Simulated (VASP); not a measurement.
# PbSe (Pm-3m) in VASP: a series of runs

PbSe is run at these levels: LDA, PBEsol, r2SCAN; tasks: single point.

Program: VASP 6.6.1. These are calculated values, not measurements. Logs are shortened: lines on timing, memory, paths and dates and some standing lists are left out, and cuts for length are marked.

### 1 The cell of the first run

It takes space group Pm-3m (No. 221, cubic). Conventional cell: a = 3.809 Å, b = 3.809 Å, c = 3.809 Å, α = 90.00°, β = 90.00°, γ = 90.00°. Pb (site symmetry m-3m) has 8 Se at 3.30 Å and 6 Pb at 3.81 Å within 4.3 Å. Se (site symmetry m-3m) has 8 Pb at 3.30 Å and 6 Se at 3.81 Å within 4.3 Å.

### 2 Single point, LDA

INCAR

```
SYSTEM = PbSe
PREC     = Accurate       ! precision mode
ENCUT    = 520            ! plane-wave cutoff, eV
EDIFF    = 1E-6           ! SCF threshold, eV
ISMEAR   = -1             ! smearing method
SIGMA    = 0.05           ! smearing width, eV
LREAL    = .FALSE.        ! projectors in reciprocal space
LASPH    = .TRUE.         ! aspherical terms in the spheres
NELM     = 100            ! most SCF steps
ALGO     = Normal         ! electronic algorithm
ISIF     = 2              ! what is computed and relaxed
LWAVE    = .FALSE.        ! write WAVECAR
LCHARG   = .FALSE.        ! write CHGCAR
NBANDS   = 17             ! bands
```

KPOINTS

```
Automatic mesh
0
G
  7 7 7
  0 0 0
```

POSCAR

```
PbSe
1.0
    3.8093844655      0.0000000000      0.0000000000
    0.0000000000      3.8093844655      0.0000000000
    0.0000000000      0.0000000000      3.8093844655
Pb Se
1 1
Direct
    0.0000000000      0.0000000000      0.0000000000
    0.5000000000      0.5000000000      0.5000000000
```

Potentials or basis: VASP PAW LDA potentials, release 64 (Pb_d, Se).

Started as:

```console
> cat potpaw_LDA.64/Pb_d/POTCAR potpaw_LDA.64/Se/POTCAR > POTCAR
> mpirun -np 1 vasp_std > vasp.out
```

OUTCAR:

```text
SYSTEM = PbSe
   PREC = Accurate
   ENCUT = 520
   EDIFF = 1E-6
   ISMEAR = -1
   LREAL = .FALSE.
   LASPH = .TRUE.
   NELM = 100
   ISIF = 2

 ion  position               nearest neighbor table
   1  0.000  0.000  0.000-   2 3.30   2 3.30   2 3.30   2 3.30   2 3.30   2 3.30   2 3.30   2 3.30

   2  0.500  0.500  0.500-   1 3.30   1 3.30   1 3.30   1 3.30   1 3.30   1 3.30   1 3.30   1 3.30

  LATTYP: Found a simple cubic cell.
 ALAT       =     3.8093844655

  Lattice vectors:

 A1 = (   3.8093844655,   0.0000000000,   0.0000000000)
 A2 = (   0.0000000000,   3.8093844655,   0.0000000000)
 A3 = (   0.0000000000,   0.0000000000,   3.8093844655)

Analysis of symmetry for initial positions (statically):
=====================================================================
 Subroutine PRICEL returns:
 Original cell was already a primitive cell.

 Routine SETGRP: Setting up the symmetry group for a
 simple cubic supercell.

 Subroutine GETGRP returns: Found 48 space group operations
 (whereof 48 operations were pure point group operations)
 out of a pool of 48 trial point group operations.

The static configuration has the point symmetry O_h .

Analysis of symmetry for dynamics (positions and initial velocities):
=====================================================================
 Subroutine PRICEL returns:
 Original cell was already a primitive cell.

 Routine SETGRP: Setting up the symmetry group for a
 simple cubic supercell.

 Subroutine GETGRP returns: Found 48 space group operations
 (whereof 48 operations were pure point group operations)
 out of a pool of 48 trial point group operations.

The dynamic configuration has the point symmetry O_h .

 Subroutine INISYM returns: Found 48 space group operations
 (whereof 48 operations are pure point group operations),
 and found     1 'primitive' translations

----------------------------------------------------------------------------------------

                                     Primitive cell

  volume of cell :      55.2795

  direct lattice vectors                    reciprocal lattice vectors
     3.809384465  0.000000000  0.000000000     0.262509602  0.000000000  0.000000000
     0.000000000  3.809384465  0.000000000     0.000000000  0.262509602  0.000000000
     0.000000000  0.000000000  3.809384465     0.000000000  0.000000000  0.262509602

  length of vectors
     3.809384465  3.809384465  3.809384465     0.262509602  0.262509602  0.262509602

  position of ions in fractional coordinates (direct lattice)
     0.000000000  0.000000000  0.000000000
     0.500000000  0.500000000  0.500000000

  ion indices of the primitive-cell ions
   primitive index   ion index
                 1           1
                 2           2

----------------------------------------------------------------------------------------

 KPOINTS: Automatic mesh

Automatic generation of k-mesh.
 Grid dimensions read from file:
 generate k-points for:    7    7    7

 Generating k-lattice:

  Cartesian coordinates                     Fractional coordinates (reciprocal lattice)
     0.037501372  0.000000000  0.000000000     0.142857143  0.000000000  0.000000000
     0.000000000  0.037501372  0.000000000     0.000000000  0.142857143  0.000000000
     0.000000000  0.000000000  0.037501372     0.000000000  0.000000000  0.142857143

  Length of vectors
     0.037501372  0.037501372  0.037501372

  Shift w.r.t. Gamma in fractional coordinates (k-lattice)
     0.000000000  0.000000000  0.000000000

 Subroutine IBZKPT returns following result:
 ===========================================

 Found     20 irreducible k-points:

 Following reciprocal coordinates:
            Coordinates               Weight
  0.000000  0.000000  0.000000      1.000000
  0.142857  0.000000  0.000000      6.000000
  0.285714  0.000000  0.000000      6.000000
  0.428571  0.000000  0.000000      6.000000
  0.142857  0.142857  0.000000     12.000000
  0.285714  0.142857  0.000000     24.000000
[... 12 lines left out ...]
  0.428571  0.428571  0.285714     24.000000
  0.428571  0.428571  0.428571      8.000000
   k-points           NKPTS =     20   k-points in BZ     NKDIM =     20   number of bands    NBANDS=     17
   number of dos      NEDOS =    301   number of ions     NIONS =      2
   total plane-waves  NPLWV =  21952
   dimension x,y,z NGX =    28 NGY =   28 NGZ =   28
   dimension x,y,z NGXF=    56 NGYF=   56 NGZF=   56
   ions per type =               1   1
   NGX,Y,Z   is equivalent  to a cutoff of  12.22, 12.22, 12.22 a.u.
   NGXF,Y,Z  is equivalent  to a cutoff of  24.44, 24.44, 24.44 a.u.
 SYSTEM =  PbSe
   PREC   = accura    normal or accurate (medium, high low for compatibility)
   ISTART =      0    job   : 0-new  1-cont  2-samecut
   ICHARG =      2    charge: 1-file 2-atom 10-const
   ISPIN  =      1    spin polarized calculation?
   LNONCOLLINEAR =      F non collinear calculations
   LSORBIT =      F    spin-orbit coupling
   LASPH  =      T    aspherical Exc in radial PAW
   ENCUT  =  520.0 eV  38.22 Ry    6.18 a.u.   7.08  7.08  7.08*2*pi/ulx,y,z
   NELM   =    100;   NELMIN=  2; NELMDL= -5     # of ELM steps
   EDIFF  = 0.1E-05   stopping-criterion for ELM
   LREAL  =      F    real-space projection
   EDIFFG = 0.1E-04   stopping-criterion for IOM
   NSW    =      0    number of steps for IOM
   IBRION =     -1    ionic relax: 0-MD 1-quasi-New 2-CG
   NFREE  =      0    steps in history (QN), initial steepest desc. (CG)
   ISIF   =      2    stress and relaxation
   ISYM   =      2    0-nonsym 1-usesym 2-fastsym
   POTIM  = 0.5000    time-step for ionic-motion
   TEBEG  =    0.0;   TEEND  =   0.0 temperature during run
   PSTRESS=    0.0 pullay stress
   NELECT =      20.0000    total number of electrons
   NUPDOWN=      -1.0000    fix difference up-down
   EMIN   =  10.00;   EMAX   =-10.00  energy-range for DOS
   EFERMI =   0.00;   METHOD = LEGACY
   ISMEAR =    -1;   SIGMA  =   0.05  broadening in eV -4-tet -1-fermi 0-gaus
   EFERMI_NEDOS =   21; number of points for ismear=-14 and -15
   IALGO  =     38    algorithm
   IMIX   =      4    mixing-type and parameters
     AMIX     =   0.40;   BMIX     =  1.00
     AMIX_MAG =   1.60;   BMIX_MAG =  1.00
  volume/ion in A,a.u.               =      27.64       186.52
  Fermi-wavevector in a.u.,A,eV,Ry     =   1.166532  2.204426 18.514769  1.360797
  Thomas-Fermi vector in A             =   2.303044
   LORBIT       =      0    0 simple, 1 ext, 2 COOP (PROOUT), +10 PAW based schemes
   GGA     = CA    functional components
   LHFCALC =     F    Hartree Fock is set to
   AEXX    =    0.0000 exact exchange contribution
   IVDW    =     0    specifies the selected vdW correction
   LEPSILON=     F    determine dielectric tensor
   LRPA    =     F    only Hartree local field effects (RPA)
 non-spin polarized calculation
  energy-cutoff  :      520.00
  volume of cell :       55.28
 maximum number of plane-waves:      1503
   NGX = 15   NGY = 15   NGZ = 15

 number of electron      20.0000000 magnetization

 Free energy of the ion-electron system (eV)
  ---------------------------------------------------
  ext. energy  EPLUGINS =         0.00000000
  ---------------------------------------------------
  free energy    TOTEN  =        -8.94496738 eV

  energy without entropy =       -8.93466388  energy(sigma->0) =       -8.93981563

 E-fermi :   4.9411     XC(G=0): -10.1467

 val. band max:        4.9335419625   @ k =   0.1429   0.1429   0.1429
 cond. band min:       4.9465993489   @ k =   0.4286   0.4286   0.0000
 fundamental gap:      0.0130573864
 Fermi energy:         4.9411123852

 k-point     1 :       0.0000    0.0000    0.0000
  band No.  band energies     occupation
      1     -11.8797      2.00000
      2     -11.8797      2.00000
      3     -11.7397      2.00000
      4     -11.7397      2.00000
      5     -11.7397      2.00000
      6      -8.1292      2.00000
[... 9 lines left out ...]
     16      15.9146      0.00000
     17      17.7098      0.00000

 k-point     2 :       0.1429    0.0000    0.0000
  band No.  band energies     occupation
      1     -11.8785      2.00000
      2     -11.8589      2.00000
      3     -11.7473      2.00000
      4     -11.7473      2.00000
      5     -11.7390      2.00000
      6      -7.9866      2.00000
[... 9 lines left out ...]
     16      16.7983      0.00000
     17      17.0689      0.00000

 k-point     3 :       0.2857    0.0000    0.0000
  band No.  band energies     occupation
      1     -11.8759      2.00000
      2     -11.8123      2.00000
      3     -11.7642      2.00000
      4     -11.7642      2.00000
      5     -11.7375      2.00000
      6      -7.6061      2.00000
[... 9 lines left out ...]
     16      14.8721      0.00000
     17      17.2315      0.00000

 k-point     4 :       0.4286    0.0000    0.0000
  band No.  band energies     occupation
      1     -11.8737      2.00000
      2     -11.7777      2.00000
      3     -11.7777      2.00000
      4     -11.7750      2.00000
      5     -11.7363      2.00000
      6      -7.1989      2.00000
[... 9 lines left out ...]
     16      16.8234      0.00000
     17      17.9117      0.00000
[... 263 lines left out ...]
      1     -11.8198      2.00000
      2     -11.8050      2.00000
      3     -11.7874      2.00000
      4     -11.7681      2.00000
      5     -11.7294      2.00000
      6      -6.5897      2.00000
[... 9 lines left out ...]
     16      15.6544      0.00000
     17      18.7221      0.00000

 k-point    19 :       0.4286    0.4286    0.2857
  band No.  band energies     occupation
      1     -11.8341      2.00000
      2     -11.8040      2.00000
      3     -11.8027      2.00000
      4     -11.7480      2.00000
      5     -11.7075      2.00000
      6      -6.4407      2.00000
[... 9 lines left out ...]
     16      16.7458      0.00000
     17      19.1652      0.00000

 k-point    20 :       0.4286    0.4286    0.4286
  band No.  band energies     occupation
      1     -11.8245      2.00000
      2     -11.8204      2.00000
      3     -11.8204      2.00000
      4     -11.7067      2.00000
      5     -11.7067      2.00000
      6      -6.3455      2.00000
[... 9 lines left out ...]
     16      17.7457      0.00000
     17      21.4762      0.00000

------------------------ aborting loop because EDIFF is reached ----------------------------------------

  FORCE on cell =-STRESS in cart. coord.  units (eV):
  Direction    XX          YY          ZZ          XY          YZ          ZX
  --------------------------------------------------------------------------------------
  -------------------------------------------------------------------------------------
  Total       -1.8988927     -1.8988927     -1.8988927     -0.0000000     -0.0000000     -0.0000000
  in kB      -55.0359662    -55.0359662    -55.0359662     -0.0000000     -0.0000000     -0.0000000
  external PRESSURE =     -55.0359662 kB  Pullay stress =       0.0000000 kB

 VOLUME and BASIS-vectors are now :
 -----------------------------------------------------------------------------
  energy-cutoff  :      520.00
  volume of cell :       55.28
      direct lattice vectors                 reciprocal lattice vectors
     3.809384465  0.000000000  0.000000000     0.262509602  0.000000000  0.000000000
     0.000000000  3.809384465  0.000000000     0.000000000  0.262509602  0.000000000
     0.000000000  0.000000000  3.809384465     0.000000000  0.000000000  0.262509602

 POSITION                                       TOTAL-FORCE (eV/Angst)
 -----------------------------------------------------------------------------------
      0.00000      0.00000      0.00000         0.000000      0.000000      0.000000
      1.90469      1.90469      1.90469         0.000000      0.000000      0.000000
 -----------------------------------------------------------------------------------
    total drift:                               -0.000000      0.000000      0.000000

  FREE ENERGIE OF THE ION-ELECTRON SYSTEM (eV)
  ---------------------------------------------------
  free  energy   TOTEN  =        -8.9449673812 eV

  energy  without entropy=       -8.9346638817  energy(sigma->0) =       -8.93981563
```

Run time: 16 s. Hardware: 1 thread of Intel Xeon Platinum 8259CL at 2.50GHz (Skylake/Cascade Lake), shared host; peak memory 0.15 GiB.

Results:

```
Free energy            : -8.9450 eV
Pressure               : -5.5 GPa
Band gap on the k mesh : zero (band 10 reaches 4.95 eV, above the bottom of band 11 at 4.79 eV)
```

Levels at points of the mesh, in eV from the Fermi level:
| k point | band 8 | band 9 | band 10 | band 11 | band 12 | band 13 |
| --- | --- | --- | --- | --- | --- | --- |
| (0.00, 0.00, 0.00) | -1.42 | -1.42 | -1.42 | 5.16 | 5.16 | 5.86 |

Caveat: spin-orbit coupling is left out, which moves the levels of the heavy elements.

### 3 Single point, PBEsol

INCAR

```
SYSTEM = PbSe
ALGO     = Normal         ! electronic algorithm
EDIFF    = 1E-6           ! SCF threshold, eV
ENCUT    = 520            ! plane-wave cutoff, eV
GGA      = PS             ! functional
ISIF     = 2              ! what is computed and relaxed
ISMEAR   = -1             ! smearing method
LASPH    = .True.         ! aspherical terms in the spheres
LCHARG   = .False.        ! write CHGCAR
LREAL    = .False.        ! projectors in reciprocal space
LWAVE    = .False.        ! write WAVECAR
NBANDS   = 17             ! bands
NELM     = 60             ! most SCF steps
PREC     = Accurate       ! precision mode
SIGMA    = 0.05           ! smearing width, eV
```

KPOINTS

```
k-points
0
Gamma
  7 7 7
  0 0 0
```

POSCAR is that of step 2.

Potentials or basis: VASP PAW PBE potentials, release 64 (Pb_d, Se).

Started as:

```console
> cat potpaw_PBE.64/Pb_d/POTCAR potpaw_PBE.64/Se/POTCAR > POTCAR
> mpirun -np 1 vasp_std > vasp.out
```

Run time: 17 s. Hardware: 1 thread of Intel Xeon Platinum 8259CL at 2.50GHz (Skylake/Cascade Lake), shared host; peak memory 0.16 GiB.

It converged, with:

```yaml
Free_energy: -8.4522 eV
Pressure: -4.0 GPa
Band_gap_on_the_k_mesh: zero (band 10 reaches 4.95 eV, above the bottom of band 11 at 4.81 eV)
```

Levels at points of the mesh, in eV from the Fermi level:
```tsv
k point	band 6	band 7	band 8	band 9	band 10	band 11	band 12	band 13	band 14	band 15
(0.00, 0.00, 0.00)	-13.07	-7.09	-1.42	-1.42	-1.42	5.10	5.10	5.94	5.94	5.94
```

Caveat: the PAW data sets were made with another functional, which shifts forces and pressure a little; spin-orbit coupling is left out, which moves the levels of the heavy elements.

### 4 Single point, r2SCAN

This run uses another cell than the first one, of 25.47 Å³/atom, 0.922 times its volume.

POSCAR

```
PbSe
1.0
    3.7070692621      0.0000000000      0.0000000000
    0.0000000000      3.7070692621      0.0000000000
    0.0000000000      0.0000000000      3.7070692621
Pb Se
1 1
Direct
    0.0000000000      0.0000000000      0.0000000000
    0.5000000000      0.5000000000      0.5000000000
```

INCAR.step1

```
PREC = Accurate
ENCUT = 520
ISMEAR = -1
SIGMA = 0.05
LREAL = False
LASPH = True
NELM = 100
NBANDS = 17
GGA = PE
ALGO = Normal
EDIFF = 1E-4
LWAVE = True
LCHARG = False
```

INCAR.step2

```
PREC = Accurate
ENCUT = 520
EDIFF = 1E-6
ISMEAR = -1
SIGMA = 0.05
LREAL = False
LASPH = True
NELM = 100
ALGO = Normal
ISIF = 2
LWAVE = False
LCHARG = False
METAGGA = R2SCAN
LMIXTAU = True
NBANDS = 17
ISTART = 1
```

KPOINTS

```
regular mesh
0
Gamma
  7 7 7
```

Started as:

```console
> cat potpaw_PBE.64/Pb_d/POTCAR potpaw_PBE.64/Se/POTCAR > POTCAR
> cp INCAR.step1 INCAR
> mpirun -np 1 vasp_std > vasp.out
> cp INCAR.step2 INCAR
> mpirun -np 1 vasp_std > vasp.out
```

Run time: 64 s. Hardware: 1 thread of Intel Xeon Platinum 8259CL at 2.50GHz (Skylake/Cascade Lake), shared host; peak memory 0.17 GiB.

It converged, with:

```
Free energy            : -71.3900 eV
Pressure               : 2.6 GPa
Band gap on the k mesh : zero (band 10 reaches 5.84 eV, above the bottom of band 11 at 5.76 eV)
```

Levels at points of the mesh, in eV from the Fermi level:
| k point | band 6 | band 7 | band 8 | band 9 | band 10 | band 11 | band 12 | band 13 | band 14 | band 15 |
| --- | --- | --- | --- | --- | --- | --- | --- | --- | --- | --- |
| (0.00, 0.00, 0.00) | -14.09 | -6.98 | -1.71 | -1.71 | -1.71 | 5.63 | 5.63 | 6.90 | 6.90 | 6.90 |

Caveat: the PAW data sets were made with another functional, which shifts forces and pressure a little; spin-orbit coupling is left out, which moves the levels of the heavy elements.

### 5 Single point, r2SCAN

This run uses another cell than the first one, of 26.01 Å³/atom, 0.941 times its volume.

POSCAR

```
PbSe
1.0
    3.7331762438      0.0000000000      0.0000000000
    0.0000000000      3.7331762438      0.0000000000
    0.0000000000      0.0000000000      3.7331762438
Pb Se
1 1
Direct
    0.0000000000      0.0000000000      0.0000000000
    0.5000000000      0.5000000000      0.5000000000
```

INCAR.step1

```
PREC = Accurate
ENCUT = 520
ISMEAR = -1
SIGMA = 0.05
LREAL = F
LASPH = T
NELM = 60
NBANDS = 17
GGA = PE
ALGO = Normal
EDIFF = 1E-4
LWAVE = T
LCHARG = F
```

INCAR.step2

```
PREC = Accurate
ENCUT = 520
EDIFF = 1E-6
ISMEAR = -1
SIGMA = 0.05
LREAL = F
LASPH = T
NELM = 60
ALGO = Normal
ISIF = 2
LWAVE = F
LCHARG = T
METAGGA = R2SCAN
LMIXTAU = T
LELF = T
LVHAR = T
NBANDS = 17
ISTART = 1
```

KPOINTS is that of step 4.

Started as:

```console
> cat potpaw_PBE.64/Pb_d/POTCAR potpaw_PBE.64/Se/POTCAR > POTCAR
> cp INCAR.step1 INCAR
> mpirun -np 1 vasp_std > vasp.out
> cp INCAR.step2 INCAR
> mpirun -np 1 vasp_std > vasp.out
```

Run time: 60 s. Hardware: 1 thread of Intel Xeon Platinum 8259CL at 2.50GHz (Skylake/Cascade Lake), shared host; peak memory 0.17 GiB.

It converged, with:

```yaml
Free_energy: -71.4038 eV
Pressure: 1.4 GPa
Band_gap_on_the_k_mesh: zero (band 10 reaches 5.60 eV, above the bottom of band 11 at 5.57 eV)
```

Levels at points of the mesh, in eV from the Fermi level:
```csv
k point,band 7,band 8,band 9,band 10,band 11,band 12,band 13,band 14
"(0.00, 0.00, 0.00)",-7.05,-1.65,-1.65,-1.65,5.65,5.65,6.73,6.73
```

Caveat: the PAW data sets were made with another functional, which shifts forces and pressure a little; spin-orbit coupling is left out, which moves the levels of the heavy elements.

(Continued in part 2 of 2.)
